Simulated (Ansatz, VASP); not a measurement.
**AlN: VASP beside Ansatz**

POSCAR

```
AlN
1.0
    0.0000000000      2.0188684454      2.0794344988
    2.0188684454      0.0000000000      2.0794344988
    2.0188684454      2.0188684454      0.0000000000
Al N
1 1
Direct
    0.0000000000      0.0000000000      0.0000000000
    0.5000000000      0.5000000000      0.5000000000
```

INCAR.step1

```
  PREC = Accurate
  ENCUT = 520
  EDIFF = 1E-5
  ISMEAR = 0
  SIGMA = 0.01
  LREAL = False
  LASPH = True
  NELM = 100
  ALGO = Normal
  ISIF = 2
  LWAVE = True
  GGA = PE
  NBANDS = 11
```

File INCAR.step2:

```
  PREC = Accurate
  ENCUT = 520
  EDIFF = 1E-7
  ISMEAR = 0
  SIGMA = 0.01
  LREAL = False
  LASPH = True
  NELM = 100
  ALGO = Normal
  ISIF = 2
  LWAVE = False
  LCHARG = True
  GGA = PE
  LHFCALC = True
  HFSCREEN = 0.2079
  PRECFOCK = Normal
  LELF = True
  LVHAR = True
  ISTART = 1
  NBANDS = 11
```

KPOINTS

```
regular mesh
0
Gamma
  8 8 8
```

Input for Ansatz:

```yaml
crystal:
  lattice:
    - [0.0, 2.0188684454, 2.0794344988]
    - [2.0188684454, 0.0, 2.0794344988]
    - [2.0188684454, 2.0188684454, 0.0]
  atoms:
    - { symbol: Al, position: [0.0, 0.0, 0.0] }
    - { symbol: "N", position: [0.5, 0.5, 0.5] }
kpoints:
  mp_grid: { grid: [8, 8, 8] }
  band_path:
    path:
      - [0.0, 0.0, 0.0]
      - [0.5, 0.0, 0.5]
      - [0.625, 0.25, 0.625]
      - [0.375, 0.375, 0.75]
      - [0.5, 0.5, 0.5]
      - [0.5, 0.25, 0.75]
      - [0.0, 0.5, 0.5]
    npoints: 1
hamiltonian:
  xc: hse06
scf:
  occupations: { method: fixed }
  n_extra_bands: 4
output:
  forces: true
  stress: true
  eigenvalues: true
```

Change from the starting cell: uniaxial_z strain +3.0%.

Alike in both runs: task single point; functional HSE06; k mesh 8 × 8 × 8; no spin polarisation.

|  | VASP | Ansatz |
| --- | --- | --- |
| version | VASP 6.6.1 | Ansatz 0.2.0 |
| potentials or method | VASP PAW PBE potentials, release 64 (Al, N) | plane waves, PAW |
| plane-wave cutoff (eV) | 520 | 420 |
| occupations | gaussian, width 0.01 eV | fixed |
| valence electrons in the cell | 8 | 8 |

Ansatz gave:

```
gap on the k mesh at the Fermi level (eV)                     : 5.53
pressure (GPa)                                                : -8.8
traceless stress, the component that is largest in VASP (GPa) : -4.42
```

**Question.** Which values does VASP return?

**Answer.** gap on the k mesh at the Fermi level (eV): 5.46; pressure (GPa): -8.7; traceless stress, the component that is largest in VASP (GPa): -4.38.

Ansatz's warnings: stress exchange threshold loose, stress scf threshold loose.
